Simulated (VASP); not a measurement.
# Na3Sb2 (C2/c) in VASP: a series of runs

Aim: see how the results for Na3Sb2 move with the level of theory and the settings. Levels: PBE, revPBE. Tasks: single point.

Everything below comes from runs of VASP 6.6.1. Logs are shortened: lines on timing, memory, paths and dates and some standing lists are left out, and cuts for length are marked.

## (1) The cell of the first run

It takes space group C2/c (No. 15, monoclinic). The conventional cell has a = 8.717 Å, b = 8.927 Å, c = 8.775 Å, α = 90.00°, β = 105.21°, γ = 90.00°. Sb (site symmetry 1) has 1 Sb at 2.57 Å and 9 Na at 3.34 to 3.63 Å within 3.7 Å. Within 4.5 Å of Na (site symmetry 1) lie 6 Sb at 3.34 to 3.63 Å and 8 Na at 3.48 to 4.47 Å. Within 4.6 Å of Na (site symmetry 2) lie 8 Na at 3.48 to 4.22 Å and 6 Sb at 3.51 to 3.62 Å.

## (2) Single point, PBE

INCAR

```
SYSTEM = Na3Sb2
PREC = Accurate ; ENCUT = 520
EDIFF = 1E-7 ; ISMEAR = -1
SIGMA = 0.1 ; LREAL = .False.
LASPH = .True. ; NELM = 80
ALGO = Normal ; ISIF = 2
LWAVE = .False. ; LCHARG = .False.
GGA = PE ; NBANDS = 42
```

KPOINTS

```
regular mesh
0
Gamma
  3 3 2
  0 0 0
```

POSCAR

```
Na3Sb2
1.0
    4.3582990000      4.4632560000      0.0000000000
    4.3582990000     -4.4632560000      0.0000000000
    2.3020710000      0.0000000000     -8.4671830000
Sb Na
4 6
Direct
    0.8777000000      0.3134400000      0.8396000000
    0.6865600000      0.1223000000      0.6604000000
    0.1223000000      0.6865600000      0.1604000000
    0.3134400000      0.8777000000      0.3396000000
    0.7592100000      0.6642900000      0.5148400000
    0.3357100000      0.2407900000      0.9851600000
    0.2407900000      0.3357100000      0.4851600000
    0.6642900000      0.7592100000      0.0148400000
    0.1606300000      0.8393700000      0.7500000000
    0.8393700000      0.1606300000      0.2500000000
```

Potentials or basis: VASP PAW PBE potentials, release 64 (Sb, Na_pv).

Started as:

```sh
cat potpaw_PBE.64/Sb/POTCAR potpaw_PBE.64/Na_pv/POTCAR > POTCAR
mpirun -np 1 vasp_std > vasp.out
```

OUTCAR:

```text
SYSTEM = Na3Sb2
   PREC = Accurate
   ENCUT = 520
   EDIFF = 1E-7
   ISMEAR = -1
   LREAL = .False.
   LASPH = .True.
   NELM = 80
   ISIF = 2
   GGA = PE

 ion  position               nearest neighbor table
   1  0.878  0.313  0.840-   2 2.57
   2  0.687  0.122  0.660-   1 2.57
   3  0.122  0.687  0.160-   4 2.57
   4  0.313  0.878  0.340-   3 2.57
   5  0.759  0.664  0.515-
   6  0.336  0.241  0.985-
   7  0.241  0.336  0.485-
   8  0.664  0.759  0.015-
   9  0.161  0.839  0.750-
  10  0.839  0.161  0.250-

  LATTYP: Found a base centered monoclinic cell.
 ALAT       =     8.7165980000
 B/A-ratio  =     1.0240821018
 C/A-ratio  =     1.0066484075
 COS(beta)  =    -0.2623577428

  Lattice vectors:

 A1 = (  -4.3582990000,  -4.4632560000,   0.0000000000)
 A2 = (  -4.3582990000,   4.4632560000,   0.0000000000)
 A3 = (   2.3020710000,   0.0000000000,  -8.4671830000)

Analysis of symmetry for initial positions (statically):
=====================================================================
 Subroutine PRICEL returns:
 Original cell was already a primitive cell.

 Routine SETGRP: Setting up the symmetry group for a
 base centered monoclinic supercell.

 Subroutine GETGRP returns: Found  4 space group operations
 (whereof  2 operations were pure point group operations)
 out of a pool of  4 trial point group operations.

The static configuration has the point symmetry S_2 .
 The point group associated with its full space group is C_2h.

Analysis of symmetry for dynamics (positions and initial velocities):
=====================================================================
 Subroutine PRICEL returns:
 Original cell was already a primitive cell.

 Routine SETGRP: Setting up the symmetry group for a
 base centered monoclinic supercell.

 Subroutine GETGRP returns: Found  4 space group operations
 (whereof  2 operations were pure point group operations)
 out of a pool of  4 trial point group operations.

The dynamic configuration has the point symmetry S_2 .
 The point group associated with its full space group is C_2h.

 Subroutine INISYM returns: Found  4 space group operations
 (whereof  2 operations are pure point group operations),
 and found     1 'primitive' translations

----------------------------------------------------------------------------------------

                                     Primitive cell

  volume of cell :     329.4107

  direct lattice vectors                    reciprocal lattice vectors
     4.358299000  4.463256000  0.000000000     0.114723657  0.112025839  0.031191248
     4.358299000 -4.463256000  0.000000000     0.114723657 -0.112025839  0.031191248
     2.302071000  0.000000000 -8.467183000     0.000000000  0.000000000 -0.118103034

  length of vectors
     6.238222847  6.238222847  8.774549495     0.163352992  0.163352992  0.118103034

  position of ions in fractional coordinates (direct lattice)
     0.877700000  0.313440000  0.839600000
     0.686560000  0.122300000  0.660400000
     0.122300000  0.686560000  0.160400000
     0.313440000  0.877700000  0.339600000
     0.759210000  0.664290000  0.514840000
     0.335710000  0.240790000  0.985160000
     0.240790000  0.335710000  0.485160000
     0.664290000  0.759210000  0.014840000
     0.160630000  0.839370000  0.750000000
     0.839370000  0.160630000  0.250000000

  ion indices of the primitive-cell ions
   primitive index   ion index
                 1           1
                 2           2
                 3           3
                 4           4
                 5           5
                 6           6
                 7           7
                 8           8
                 9           9
                10          10

----------------------------------------------------------------------------------------

 KPOINTS: regular mesh

Automatic generation of k-mesh.
 Grid dimensions read from file:
 generate k-points for:    3    3    2

 Generating k-lattice:

  Cartesian coordinates                     Fractional coordinates (reciprocal lattice)
     0.038241219  0.037341946  0.010397083     0.333333333  0.000000000 -0.000000000
     0.038241219 -0.037341946  0.010397083     0.000000000  0.333333333 -0.000000000
     0.000000000  0.000000000 -0.059051517     0.000000000  0.000000000  0.500000000

  Length of vectors
     0.054450997  0.054450997  0.059051517

  Shift w.r.t. Gamma in fractional coordinates (k-lattice)
     0.000000000  0.000000000  0.000000000

 Subroutine IBZKPT returns following result:
 ===========================================

 Found      8 irreducible k-points:

 Following reciprocal coordinates:
            Coordinates               Weight
  0.000000  0.000000  0.000000      1.000000
  0.333333 -0.000000 -0.000000      4.000000
  0.333333  0.333333 -0.000000      2.000000
 -0.333333  0.333333  0.000000      2.000000
  0.000000  0.000000  0.500000      1.000000
  0.333333 -0.000000  0.500000      4.000000
  0.333333  0.333333  0.500000      2.000000
 -0.333333  0.333333  0.500000      2.000000
   k-points           NKPTS =      8   k-points in BZ     NKDIM =      8   number of bands    NBANDS=     42
   number of dos      NEDOS =    301   number of ions     NIONS =     10
   total plane-waves  NPLWV = 161280
   dimension x,y,z NGX =    48 NGY =   48 NGZ =   70
   dimension x,y,z NGXF=    96 NGYF=   96 NGZF=  140
   ions per type =               4   6
   NGX,Y,Z   is equivalent  to a cutoff of  12.79, 12.79, 13.26 a.u.
   NGXF,Y,Z  is equivalent  to a cutoff of  25.58, 25.58, 26.52 a.u.
 SYSTEM =  Na3Sb2
   PREC   = accura    normal or accurate (medium, high low for compatibility)
   ISTART =      0    job   : 0-new  1-cont  2-samecut
   ICHARG =      2    charge: 1-file 2-atom 10-const
   ISPIN  =      1    spin polarized calculation?
   LNONCOLLINEAR =      F non collinear calculations
   LSORBIT =      F    spin-orbit coupling
   LASPH  =      T    aspherical Exc in radial PAW
   ENCUT  =  520.0 eV  38.22 Ry    6.18 a.u.  11.60 11.60 16.31*2*pi/ulx,y,z
   NELM   =     80;   NELMIN=  2; NELMDL= -5     # of ELM steps
   EDIFF  = 0.1E-06   stopping-criterion for ELM
   LREAL  =      F    real-space projection
   EDIFFG = 0.1E-05   stopping-criterion for IOM
   NSW    =      0    number of steps for IOM
   IBRION =     -1    ionic relax: 0-MD 1-quasi-New 2-CG
   NFREE  =      0    steps in history (QN), initial steepest desc. (CG)
   ISIF   =      2    stress and relaxation
   ISYM   =      2    0-nonsym 1-usesym 2-fastsym
   POTIM  = 0.5000    time-step for ionic-motion
   TEBEG  =    0.0;   TEEND  =   0.0 temperature during run
   PSTRESS=    0.0 pullay stress
   NELECT =      62.0000    total number of electrons
   NUPDOWN=      -1.0000    fix difference up-down
   EMIN   =  10.00;   EMAX   =-10.00  energy-range for DOS
   EFERMI =   0.00;   METHOD = LEGACY
   ISMEAR =    -1;   SIGMA  =   0.10  broadening in eV -4-tet -1-fermi 0-gaus
   EFERMI_NEDOS =   21; number of points for ismear=-14 and -15
   IALGO  =     38    algorithm
   IMIX   =      4    mixing-type and parameters
     AMIX     =   0.40;   BMIX     =  1.00
     AMIX_MAG =   1.60;   BMIX_MAG =  1.00
  volume/ion in A,a.u.               =      32.94       222.30
  Fermi-wavevector in a.u.,A,eV,Ry     =   0.938194  1.772930 11.975965  0.880209
  Thomas-Fermi vector in A             =   2.065382
   LORBIT       =      0    0 simple, 1 ext, 2 COOP (PROOUT), +10 PAW based schemes
   GGA     = PE    functional components
   LHFCALC =     F    Hartree Fock is set to
   AEXX    =    0.0000 exact exchange contribution
   IVDW    =     0    specifies the selected vdW correction
   LEPSILON=     F    determine dielectric tensor
   LRPA    =     F    only Hartree local field effects (RPA)
 non-spin polarized calculation
  energy-cutoff  :      520.00
  volume of cell :      329.41
 maximum number of plane-waves:      8906
 NGX is ok and might be reduce to    48
   NGX = 23   NGY = 23   NGZ = 33

 number of electron      62.0000020 magnetization

 Free energy of the ion-electron system (eV)
  ---------------------------------------------------
  ext. energy  EPLUGINS =         0.00000000
  ---------------------------------------------------
  free energy    TOTEN  =       -27.04475711 eV

  energy without entropy =      -26.86470643  energy(sigma->0) =      -26.95473177

 E-fermi :   2.5984     XC(G=0):  -7.6261

 val. band max:        2.5788405292   @ k =   0.3333  -0.0000  -0.0000
 cond. band min:       2.6162438582   @ k =   0.3333   0.3333   0.5000
 fundamental gap:      0.0374033290
 Fermi energy:         2.5983943790

 k-point     1 :       0.0000    0.0000    0.0000
  band No.  band energies     occupation
      1     -22.2123      2.00000
      2     -22.2117      2.00000
      3     -22.2084      2.00000
      4     -22.2073      2.00000
      5     -22.1834      2.00000
      6     -22.1820      2.00000
[... 34 lines left out ...]
     41       6.3928      0.00000
     42       6.7051      0.00000

 k-point     2 :       0.3333   -0.0000   -0.0000
  band No.  band energies     occupation
      1     -22.2121      2.00000
      2     -22.2118      2.00000
      3     -22.2083      2.00000
      4     -22.2075      2.00000
      5     -22.1833      2.00000
      6     -22.1823      2.00000
[... 34 lines left out ...]
     41       6.3944      0.00000
     42       6.7694      0.00000

 k-point     3 :       0.3333    0.3333   -0.0000
  band No.  band energies     occupation
      1     -22.2119      2.00000
      2     -22.2119      2.00000
      3     -22.2082      2.00000
      4     -22.2078      2.00000
      5     -22.1834      2.00000
      6     -22.1827      2.00000
[... 177 lines left out ...]
      4     -22.2078      2.00000
      5     -22.1831      2.00000
      6     -22.1830      2.00000
[... 34 lines left out ...]
     41       6.8662      0.00000
     42       7.1265      0.00000

 k-point     8 :      -0.3333    0.3333    0.5000
  band No.  band energies     occupation
      1     -22.2120      2.00000
      2     -22.2120      2.00000
      3     -22.2079      2.00000
      4     -22.2079      2.00000
      5     -22.1832      2.00000
      6     -22.1832      2.00000
[... 34 lines left out ...]
     41       6.3773      0.00000
     42       6.3773      0.00000

------------------------ aborting loop because EDIFF is reached ----------------------------------------

  FORCE on cell =-STRESS in cart. coord.  units (eV):
  Direction    XX          YY          ZZ          XY          YZ          ZX
  --------------------------------------------------------------------------------------
  -------------------------------------------------------------------------------------
  Total        4.3220746     -3.3093272      0.5040208      0.0000000      0.0000000     -6.0853980
  in kB       21.0215669    -16.0957985      2.4514399      0.0000000      0.0000000    -29.5979620
  external PRESSURE =       2.4590694 kB  Pullay stress =       0.0000000 kB

 VOLUME and BASIS-vectors are now :
 -----------------------------------------------------------------------------
  energy-cutoff  :      520.00
  volume of cell :      329.41
      direct lattice vectors                 reciprocal lattice vectors
     4.358299000  4.463256000  0.000000000     0.114723657  0.112025839  0.031191248
     4.358299000 -4.463256000  0.000000000     0.114723657 -0.112025839  0.031191248
     2.302071000  0.000000000 -8.467183000     0.000000000  0.000000000 -0.118103034

 POSITION                                       TOTAL-FORCE (eV/Angst)
 -----------------------------------------------------------------------------------
      7.12416      2.51844     -7.10905         2.288420     -0.059388     -1.757557
      5.04554      2.51844     -5.59173        -2.288420     -0.059388      1.757557
      3.89451     -2.51844     -1.35814        -2.288420      0.059388      1.757557
      5.97313     -2.51844     -2.87546         2.288420      0.059388     -1.757557
      7.38924      0.42365     -4.35924        -0.029996     -0.004078     -0.012684
      4.78047      0.42365     -8.34153         0.029996     -0.004078      0.012684
      3.62943     -0.42365     -4.10794         0.029996      0.004078      0.012684
      6.23820     -0.42365     -0.12565        -0.029996      0.004078     -0.012684
      6.08485     -3.02939     -6.35039         0.000000      0.064082      0.000000
      4.93382      3.02939     -2.11680        -0.000000     -0.064082      0.000000
 -----------------------------------------------------------------------------------
    total drift:                               -0.000000     -0.000000      0.000000

  FREE ENERGIE OF THE ION-ELECTRON SYSTEM (eV)
  ---------------------------------------------------
  free  energy   TOTEN  =       -27.0447571075 eV

  energy  without entropy=      -26.8647064290  energy(sigma->0) =      -26.95473177
```

Run time: 1.9 min. Hardware: 1 thread of Intel Xeon Platinum 8259CL at 2.50GHz (Skylake/Cascade Lake), shared host; peak memory 0.43 GiB.

Results:

- Free energy: -27.0448 eV
- Pressure: 0.2 GPa
- Largest force: 2.886 eV/Å
- Band gap on the k mesh: zero (bands 31 and 32 overlap by 0.77 eV)

Forces on the atoms (eV/Å):
```
Sb   2.288 -0.059 -1.758
Sb  -2.288 -0.059  1.758
Sb  -2.288  0.059  1.758
Sb   2.288  0.059 -1.758
Na  -0.030 -0.004 -0.013
Na   0.030 -0.004  0.013
Na   0.030  0.004  0.013
Na  -0.030  0.004 -0.013
Na   0.000  0.064  0.000
Na   0.000 -0.064  0.000
```

Stress tensor (GPa, compression positive):
```
 2.10  0.00 -2.96
 0.00 -1.61  0.00
-2.96  0.00  0.25
```

Levels at points of the mesh, in eV from the Fermi level:
| k point | band 29 | band 30 | band 31 | band 32 | band 33 | band 34 |
| --- | --- | --- | --- | --- | --- | --- |
| (0.00, 0.00, 0.00) | -1.37 | -0.96 | -0.84 | 0.19 | 0.61 | 1.29 |
| (0.00, 0.00, 0.50) | -0.92 | -0.92 | -0.63 | -0.63 | 1.56 | 1.56 |

Caveat: the k points lie up to 0.37 Å⁻¹ apart, too coarse for converged energies and pressures of a metal; spin-orbit coupling is left out, which moves the levels of the heavy elements; forces of over 1 eV/Å act on the atoms, so gaps and moduli don't describe the material at rest.

(Part 1 of 2 ends here.)

The gap in the log of VASP goes by the Fermi energy; the results here count the filled bands.